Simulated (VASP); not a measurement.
NaSc: single point with PBE

The system is NaSc.

```
Na Sc
1.0
     3.25573    0.00000    0.00000
    -1.62786    2.81954    0.00000
     0.00000    0.00000    6.06451
Na Sc
1 1
Direct
  0.00000 0.00000 0.50000
  0.33333 0.66667 0.00000
```

```yaml
Program: VASP 6.6.1
Task: single point
Functional: PBE
Potentials_or_basis: VASP PAW PBE potentials, release 64 (Na_pv, Sc_sv)
Cutoff: 520 eV
k_mesh: 6 × 6 × 4
Occupations: gaussian, width 0.1 eV
Spin: collinear spin, ferromagnetic start
Starting_moments: "[0.0, 1.0] μB"
Dipole_correction: no
Further_INCAR_settings: ALGO = Normal; EDIFF = 1e-07; NBANDS = 20
```

| Quantity | Value |
| --- | --- |
| Pressure | 0.1 GPa |
| Net moment | 0.13 μB per cell |
| Site moments | Na +0.00; Sc +0.07 μB |
| Valence electrons inside the program's atomic spheres | Na 6.10; Sc 9.31 |

Stress tensor (GPa, compression positive):
```
-0.01  0.00  0.00
 0.00 -0.01  0.00
 0.00  0.00  0.30
```

Levels at points of the mesh, in eV from the Fermi level:
Spin up:
| k point | band 7 | band 8 | band 9 | band 10 | band 11 | band 12 |
| --- | --- | --- | --- | --- | --- | --- |
| (0.00, 0.00, 0.00) | -24.22 | -4.50 | -1.22 | -0.31 | 1.36 | 1.36 |
| (0.50, 0.00, 0.00) | -24.20 | -1.22 | -0.20 | 0.29 | 0.69 | 2.17 |
| (0.00, 0.00, 0.50) | -24.22 | -3.91 | -2.76 | 0.24 | 1.36 | 1.36 |
| (0.50, 0.00, 0.50) | -24.20 | -1.11 | -0.53 | 0.82 | 1.38 | 1.67 |
Spin down:
```csv
k point,band 6,band 7,band 8,band 9,band 10,band 11,band 12,band 13
"(0.00, 0.00, 0.00)",-24.23,-24.21,-4.43,-1.15,-0.28,1.45,1.45,2.66
"(0.50, 0.00, 0.00)",-24.25,-24.20,-1.12,-0.15,0.38,0.71,2.21,3.51
"(0.00, 0.00, 0.50)",-24.23,-24.21,-3.81,-2.75,0.28,1.45,1.45,2.66
"(0.50, 0.00, 0.50)",-24.25,-24.20,-1.00,-0.48,0.92,1.41,1.67,2.21
```

Run time: 26 s on 1 thread of Intel(R) Xeon(R) 6975P-C (Granite Rapids), with other jobs on the host, peak memory 0.2 GiB.

Caveat: the k points lie up to 0.37 Å⁻¹ apart.
